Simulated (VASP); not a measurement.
# NaF (P-3m1) in VASP: single point with PBE

Aim: the single point of NaF with PBE.

Program: VASP 6.6.1. These are calculated values, not measurements. Logs are shortened: lines on timing, memory, paths and dates and some standing lists are left out, and cuts for length are marked.

### 1 The cell of the first run

Symmetry: P-3m1, No. 164, trigonal system. The conventional cell has a = 3.292 Å, b = 3.292 Å, c = 13.929 Å, α = 90.00°, β = 90.00°, γ = 120.00°. Na (site symmetry 3m) has 6 F at 2.38 Å within 3.1 Å. Na (site symmetry 3m) has 6 F at 2.34 Å within 3.1 Å. Na (site symmetry -3m) has 6 F at 2.34 Å within 3.1 Å. F (site symmetry -3m) has 6 Na at 2.38 Å and 2 F at 2.87 Å within 3.1 Å. Within 3.1 Å of F (site symmetry 3m) lie 6 Na at 2.34 to 2.38 Å and 1 F at 2.87 Å. F (site symmetry 3m) has 6 Na at 2.34 Å within 3.1 Å.

### 2 Single point, PBE

INCAR reads:

```
ALGO = Normal
EDIFF = 1E-6
ENCUT = 520
GGA = PE
ISIF = 2
ISMEAR = 0
LASPH = True
LCHARG = True
LELF = True
LREAL = False
LVHAR = True
LWAVE = False
NBANDS = 46
NELM = 60
PREC = Accurate
SIGMA = 0.02
```

KPOINTS reads:

```
k-points
0
Gamma
  9 9 3
```

POSCAR reads:

```
NaF
1.0
    3.2919918787      0.0000000000      0.0000000000
   -1.6459959394      2.8509485960      0.0000000000
    0.0000000000      0.0000000000     13.9287626333
Na F
5 5
Direct
    0.0000000000      0.0000000000     -0.0029563672
    0.3333333333      0.6666666667      0.2029563672
    0.0000000000      0.0000000000      0.4039624605
    0.6666666667      0.3333333333      0.6000000000
    0.3333333333      0.6666666667      0.7960375395
    0.6666666667      0.3333333333      0.1000000000
    0.6666666667      0.3333333333      0.3057732219
    0.3333333333      0.6666666667      0.5019838162
    0.0000000000      0.0000000000      0.6980161838
    0.6666666667      0.3333333333      0.8942267781
```

Potentials or basis: VASP PAW PBE potentials, release 64 (Na_pv, F).

The run is started by

```console
cat potpaw_PBE.64/Na_pv/POTCAR potpaw_PBE.64/F/POTCAR > POTCAR
mpirun -np 1 vasp_std > vasp.out
```

OUTCAR:

```text
EDIFF = 1E-6
   ENCUT = 520
   GGA = PE
   ISIF = 2
   ISMEAR = 0
   LASPH = True
   LREAL = False
   NELM = 60
   PREC = Accurate

 ion  position               nearest neighbor table
   1  0.000  0.000  0.997-
   2  0.333  0.667  0.203-
   3  0.000  0.000  0.404-   8 2.34   8 2.34   8 2.34   7 2.34   7 2.34   7 2.34
   4  0.667  0.333  0.600-   8 2.34   8 2.34   9 2.34   9 2.34   9 2.34   8 2.34
   5  0.333  0.667  0.796-   9 2.34   9 2.34   9 2.34  10 2.34  10 2.34  10 2.34
   6  0.667  0.333  0.100-
   7  0.667  0.333  0.306-   3 2.34   3 2.34   3 2.34
   8  0.333  0.667  0.502-   4 2.34   4 2.34   4 2.34   3 2.34   3 2.34   3 2.34
   9  0.000  0.000  0.698-   4 2.34   4 2.34   4 2.34   5 2.34   5 2.34   5 2.34
  10  0.667  0.333  0.894-   5 2.34   5 2.34   5 2.34

  LATTYP: Found a hexagonal cell.
 ALAT       =     3.2919918787
 C/A-ratio  =     4.2311047981

  Lattice vectors:

 A1 = (   3.2919918787,   0.0000000000,   0.0000000000)
 A2 = (  -1.6459959394,   2.8509485960,   0.0000000000)
 A3 = (   0.0000000000,   0.0000000000,  13.9287626333)

Analysis of symmetry for initial positions (statically):
=====================================================================
 Subroutine PRICEL returns:
 Original cell was already a primitive cell.

 Routine SETGRP: Setting up the symmetry group for a
 hexagonal supercell.

 Subroutine GETGRP returns: Found 12 space group operations
 (whereof  6 operations were pure point group operations)
 out of a pool of 24 trial point group operations.

The static configuration has the point symmetry C_3v.
 The point group associated with its full space group is D_3d.

Analysis of symmetry for dynamics (positions and initial velocities):
=====================================================================
 Subroutine PRICEL returns:
 Original cell was already a primitive cell.

 Routine SETGRP: Setting up the symmetry group for a
 hexagonal supercell.

 Subroutine GETGRP returns: Found 12 space group operations
 (whereof  6 operations were pure point group operations)
 out of a pool of 24 trial point group operations.

The dynamic configuration has the point symmetry C_3v.
 The point group associated with its full space group is D_3d.

 Subroutine INISYM returns: Found 12 space group operations
 (whereof  6 operations are pure point group operations),
 and found     1 'primitive' translations

----------------------------------------------------------------------------------------

                                     Primitive cell

  volume of cell :     130.7256

  direct lattice vectors                    reciprocal lattice vectors
     3.291991879  0.000000000  0.000000000     0.303767457  0.175380223  0.000000000
    -1.645995939  2.850948596  0.000000000     0.000000000  0.350760446  0.000000000
     0.000000000  0.000000000 13.928762633     0.000000000  0.000000000  0.071793886

  length of vectors
     3.291991879  3.291991879 13.928762633     0.350760446  0.350760446  0.071793886

  position of ions in fractional coordinates (direct lattice)
     0.000000000  0.000000000  0.997043633
     0.333333333  0.666666667  0.202956367
     0.000000000  0.000000000  0.403962460
     0.666666667  0.333333333  0.600000000
     0.333333333  0.666666667  0.796037539
     0.666666667  0.333333333  0.100000000
     0.666666667  0.333333333  0.305773222
     0.333333333  0.666666667  0.501983816
     0.000000000  0.000000000  0.698016184
     0.666666667  0.333333333  0.894226778

  ion indices of the primitive-cell ions
   primitive index   ion index
                 1           1
                 2           2
                 3           3
                 4           4
                 5           5
                 6           6
                 7           7
                 8           8
                 9           9
                10          10

----------------------------------------------------------------------------------------

 KPOINTS: k-points

Automatic generation of k-mesh.
 Grid dimensions read from file:
 generate k-points for:    9    9    3

 Generating k-lattice:

  Cartesian coordinates                     Fractional coordinates (reciprocal lattice)
     0.033751940  0.019486691  0.000000000     0.111111111 -0.000000000  0.000000000
     0.000000000  0.038973383  0.000000000     0.000000000  0.111111111  0.000000000
     0.000000000  0.000000000  0.023931295     0.000000000  0.000000000  0.333333333

  Length of vectors
     0.038973383  0.038973383  0.023931295

  Shift w.r.t. Gamma in fractional coordinates (k-lattice)
     0.000000000  0.000000000  0.000000000

 Subroutine IBZKPT returns following result:
 ===========================================

 Found     31 irreducible k-points:

 Following reciprocal coordinates:
            Coordinates               Weight
  0.000000  0.000000  0.000000      1.000000
  0.111111  0.000000  0.000000      6.000000
  0.222222 -0.000000  0.000000      6.000000
  0.333333  0.000000  0.000000      6.000000
  0.444444 -0.000000  0.000000      6.000000
  0.111111  0.111111  0.000000      6.000000
[... 16 lines left out ...]
  0.222222  0.111111  0.333333     12.000000
 -0.111111  0.333333  0.333333     12.000000
 [... further k-points ...]
   k-points           NKPTS =     31   k-points in BZ     NKDIM =     31   number of bands    NBANDS=     46
   number of dos      NEDOS =    301   number of ions     NIONS =     10
   total plane-waves  NPLWV =  62208
   dimension x,y,z NGX =    24 NGY =   24 NGZ =  108
   dimension x,y,z NGXF=    48 NGYF=   48 NGZF=  216
   ions per type =               5   5
   NGX,Y,Z   is equivalent  to a cutoff of  12.12, 12.12, 12.89 a.u.
   NGXF,Y,Z  is equivalent  to a cutoff of  24.24, 24.24, 25.78 a.u.
 SYSTEM =  unknown system
   PREC   = accura    normal or accurate (medium, high low for compatibility)
   ISTART =      0    job   : 0-new  1-cont  2-samecut
   ICHARG =      2    charge: 1-file 2-atom 10-const
   ISPIN  =      1    spin polarized calculation?
   LNONCOLLINEAR =      F non collinear calculations
   LSORBIT =      F    spin-orbit coupling
   LASPH  =      T    aspherical Exc in radial PAW
   ENCUT  =  520.0 eV  38.22 Ry    6.18 a.u.   6.12  6.12 25.90*2*pi/ulx,y,z
   NELM   =     60;   NELMIN=  2; NELMDL= -5     # of ELM steps
   EDIFF  = 0.1E-05   stopping-criterion for ELM
   LREAL  =      F    real-space projection
[... 7 lines left out ...]
   TEBEG  =    0.0;   TEEND  =   0.0 temperature during run
   PSTRESS=    0.0 pullay stress
   NELECT =      70.0000    total number of electrons
   NUPDOWN=      -1.0000    fix difference up-down
   EMIN   =  10.00;   EMAX   =-10.00  energy-range for DOS
   EFERMI =   0.00;   METHOD = LEGACY
   ISMEAR =     0;   SIGMA  =   0.02  broadening in eV -4-tet -1-fermi 0-gaus
   EFERMI_NEDOS =   21; number of points for ismear=-14 and -15
   IALGO  =     38    algorithm
   IMIX   =      4    mixing-type and parameters
     AMIX     =   0.40;   BMIX     =  1.00
     AMIX_MAG =   1.60;   BMIX_MAG =  1.00
  volume/ion in A,a.u.               =      13.07        88.22
  Fermi-wavevector in a.u.,A,eV,Ry     =   1.329395  2.512192 24.045445  1.767290
  Thomas-Fermi vector in A             =   2.458560
   LORBIT       =      0    0 simple, 1 ext, 2 COOP (PROOUT), +10 PAW based schemes
   GGA     = PE    functional components
   LHFCALC =     F    Hartree Fock is set to
   AEXX    =    0.0000 exact exchange contribution
   IVDW    =     0    specifies the selected vdW correction
   LEPSILON=     F    determine dielectric tensor
   LRPA    =     F    only Hartree local field effects (RPA)
 non-spin polarized calculation
 Gauss-broadening in eV      SIGMA  =   0.02
  energy-cutoff  :      520.00
  volume of cell :      130.73
 maximum number of plane-waves:      3558
   NGX = 13   NGY = 13   NGZ = 51

 number of electron      69.9999998 magnetization

 Free energy of the ion-electron system (eV)
  ---------------------------------------------------
  ext. energy  EPLUGINS =         0.00000000
  ---------------------------------------------------
  free energy    TOTEN  =       -42.61312185 eV

  energy without entropy =      -42.61312185  energy(sigma->0) =      -42.61312185

 E-fermi :  -1.9585     XC(G=0):  -8.9097

 val. band max:       -2.1333738233   @ k =   0.0000   0.0000   0.0000
 cond. band min:       3.6538266326   @ k =   0.0000   0.0000   0.0000
 fundamental gap:      5.7872004558
 Fermi energy:        -1.9584845048

 k-point     1 :       0.0000    0.0000    0.0000
  band No.  band energies     occupation
      1     -22.0971      2.00000
      2     -21.9894      2.00000
      3     -21.8277      2.00000
      4     -21.7530      2.00000
      5     -21.6400      2.00000
      6     -21.6400      2.00000
[... 38 lines left out ...]
     45      15.6369      0.00000
     46      16.4221      0.00000

 k-point     2 :       0.1111    0.0000    0.0000
  band No.  band energies     occupation
      1     -22.0644      2.00000
      2     -21.9595      2.00000
      3     -21.8280      2.00000
      4     -21.7984      2.00000
      5     -21.6665      2.00000
      6     -21.6482      2.00000
[... 38 lines left out ...]
     45      15.2744      0.00000
     46      15.5098      0.00000

 k-point     3 :       0.2222   -0.0000    0.0000
  band No.  band energies     occupation
      1     -21.9825      2.00000
      2     -21.9129      2.00000
      3     -21.8985      2.00000
      4     -21.8099      2.00000
      5     -21.7320      2.00000
      6     -21.6606      2.00000
[... 1018 lines left out ...]
     45      12.8839      0.00000
     46      13.4992      0.00000

 k-point    24 :      -0.1111    0.3333    0.3333
  band No.  band energies     occupation
      1     -21.9848      2.00000
      2     -21.9086      2.00000
      3     -21.8880      2.00000
      4     -21.7959      2.00000
      5     -21.7363      2.00000
      6     -21.6630      2.00000
[... 38 lines left out ...]
     45      12.8822      0.00000
     46      13.6683      0.00000

 [... further k-points ...]

------------------------ aborting loop because EDIFF is reached ----------------------------------------

  FORCE on cell =-STRESS in cart. coord.  units (eV):
  Direction    XX          YY          ZZ          XY          YZ          ZX
  --------------------------------------------------------------------------------------
  -------------------------------------------------------------------------------------
  Total       -0.1324677     -0.1324677     -0.0921321      0.0000000      0.0000000      0.0000000
  in kB       -1.6235281     -1.6235281     -1.1291744      0.0000000      0.0000000      0.0000000
  external PRESSURE =      -1.4587435 kB  Pullay stress =       0.0000000 kB

 VOLUME and BASIS-vectors are now :
 -----------------------------------------------------------------------------
  energy-cutoff  :      520.00
  volume of cell :      130.73
      direct lattice vectors                 reciprocal lattice vectors
     3.291991879  0.000000000  0.000000000     0.303767457  0.175380223  0.000000000
    -1.645995939  2.850948596  0.000000000     0.000000000  0.350760446  0.000000000
     0.000000000  0.000000000 13.928762633     0.000000000  0.000000000  0.071793886

 POSITION                                       TOTAL-FORCE (eV/Angst)
 -----------------------------------------------------------------------------------
      0.00000      0.00000     13.88758        -0.000000      0.000000     -0.000637
     -0.00000      1.90063      2.82693         0.000000     -0.000000      0.000637
      0.00000      0.00000      5.62670         0.000000      0.000000     -0.001177
      1.64600      0.95032      8.35726         0.000000     -0.000000     -0.000000
     -0.00000      1.90063     11.08782        -0.000000     -0.000000      0.001177
      1.64600      0.95032      1.39288         0.000000     -0.000000     -0.000000
      1.64600      0.95032      4.25904        -0.000000     -0.000000     -0.001462
     -0.00000      1.90063      6.99201         0.000000     -0.000000     -0.000738
      0.00000      0.00000      9.72250        -0.000000      0.000000      0.000738
      1.64600      0.95032     12.45547         0.000000      0.000000      0.001462
 -----------------------------------------------------------------------------------
    total drift:                               -0.000000      0.000000      0.000007

  FREE ENERGIE OF THE ION-ELECTRON SYSTEM (eV)
  ---------------------------------------------------
  free  energy   TOTEN  =       -42.6131218534 eV

  energy  without entropy=      -42.6131218534  energy(sigma->0) =      -42.61312185
```

Wall time 85 s (1 thread of Intel Xeon 6975P-C (Granite Rapids), shared host); peak memory 0.3 GiB.

What came out:

```yaml
Free_energy: -42.6131 eV
Pressure: -0.1 GPa
Band_gap_on_the_k_mesh: 5.79 eV
```

Caveat: an odd mesh through Γ misses points on the zone boundary, where band edges can lie.
